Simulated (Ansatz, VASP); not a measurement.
Pb in VASP and in Ansatz

The input INCAR:

```
AGGAC    = 1.0          
AGGAX    = 1.0          
ALDAC    = 0.0          
ALDAX    = 1.0          
ALGO     = Normal         # electronic algorithm
EDIFF    = 1E-7           # SCF threshold, eV
ENCUT    = 520            # plane-wave cutoff, eV
GGA      = B5             # functional
ISIF     = 2              # what is computed and relaxed
ISMEAR   = -1             # smearing method
LASPH    = T              # aspherical terms in the spheres
LCHARG   = F              # write CHGCAR
LREAL    = F              # projectors in reciprocal space
LWAVE    = F              # write WAVECAR
NBANDS   = 13             # bands
NELM     = 60             # most SCF steps
PREC     = Accurate       # precision mode
SIGMA    = 0.1            # smearing width, eV
```

KPOINTS

```
k-points
0
Gamma
  12 12 12
```

File POSCAR:

```
Pb
1.0
   -2.0564531389      2.0564531389      2.0564531389
    2.0564531389     -2.0564531389      2.0564531389
    2.0564531389      2.0564531389     -2.0564531389
Pb
1
Direct
    0.0000000000      0.0000000000      0.0000000000
```

Input for Ansatz:

```yaml
crystal:
  lattice:
    - [-2.0564531389, 2.0564531389, 2.0564531389]
    - [2.0564531389, -2.0564531389, 2.0564531389]
    - [2.0564531389, 2.0564531389, -2.0564531389]
  atoms:
    - { symbol: Pb, position: [0.0, 0.0, 0.0] }
hamiltonian:
  xc: blyp
  pseudopotentials:
    kind: paw
    azcp:
      Pb: "pseudopotentials/Pb.paw.azcp"
basis:
  ecutwfc: 420
  fft_grid_basis: typed
kpoints:
  mp_grid: { grid: [12, 12, 12], shift: [0, 0, 0] }
magnetization:
  spin_polarized: false
scf:
  occupations: { method: fermi_dirac, width: 0.1 }
  lower_state_search: "off"
output:
  stress: true
```

Alike in both runs: task single point; functional BLYP; k mesh 12 × 12 × 12; occupations fermi-dirac, width 0.1 eV; no spin polarisation.

|  | VASP | Ansatz |
| --- | --- | --- |
| version | VASP 6.6.1 | Ansatz 0.2.0 |
| potentials or method | VASP PAW PBE potentials, release 64 (Pb_d), cutoff 520 eV | plane waves (420 eV) with PAW, scalar-relativistic |
| valence electrons in the cell | 14 | 14 |

VASP gave:

* pressure (GPa): 0.2

Question: Which values does Ansatz return?

Answer: Pressure (GPa): 0.1.

VASP's potentials were made for PBE, not for BLYP.

Spin-orbit coupling is off throughout.
